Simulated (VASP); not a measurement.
Write the native input for VASP 6.6.1 that does the following.

```
Task                   : single point
Functional             : PBE
Potentials or basis    : VASP PAW PBE potentials, release 64 (Ga_d)
Cutoff                 : 520 eV
k mesh                 : 14 × 10 × 14
Occupations            : gaussian, width 0.05 eV
Spin                   : no spin polarisation
Dipole correction      : no
Further INCAR settings : ALGO = Fast; EDIFF = 1e-07; NBANDS = 20
```

The structure of Ga lies in POSCAR:

```
Ga
1.0
   -2.9393136024      0.0000000000      0.0000000000
   -0.1248065868      0.0000000000      3.5385780559
   -1.4696568012      4.2787947288      0.0000000000
Ga
2
Direct
    0.8690000000      0.2500000000      0.2620000000
    0.1310000000      0.7500000000      0.7380000000
```

The input as run:

INCAR

```
SYSTEM = Ga
  ALGO = Fast
  EDIFF = 1E-7
  ENCUT = 520
  GGA = PE
  ISIF = 2
  ISMEAR = 0
  LASPH = .TRUE.
  LCHARG = .TRUE.
  LELF = .TRUE.
  LREAL = .FALSE.
  LVHAR = .TRUE.
  LWAVE = .FALSE.
  NBANDS = 20
  NELM = 80
  PREC = Accurate
  SIGMA = 0.05
```

KPOINTS

```
k-points
0
G
  14 10 14
  0 0 0
```

Potentials or basis: VASP PAW PBE potentials, release 64 (Ga_d).

Command:

```sh
$ cat potpaw_PBE.64/Ga_d/POTCAR > POTCAR
$ mpirun -np 1 vasp_std > vasp.out
```

Results of the run:

```
Pressure               : -5.0 GPa
Largest force          : 0.101 eV/Å
Band gap on the k mesh : zero (bands 13 and 14 overlap by 7.12 eV)
```

Caveat: the cell stands under tension.

It took 10 min on 1 thread of Intel Xeon 8259CL, on a shared host, peak memory 0.46 GiB.
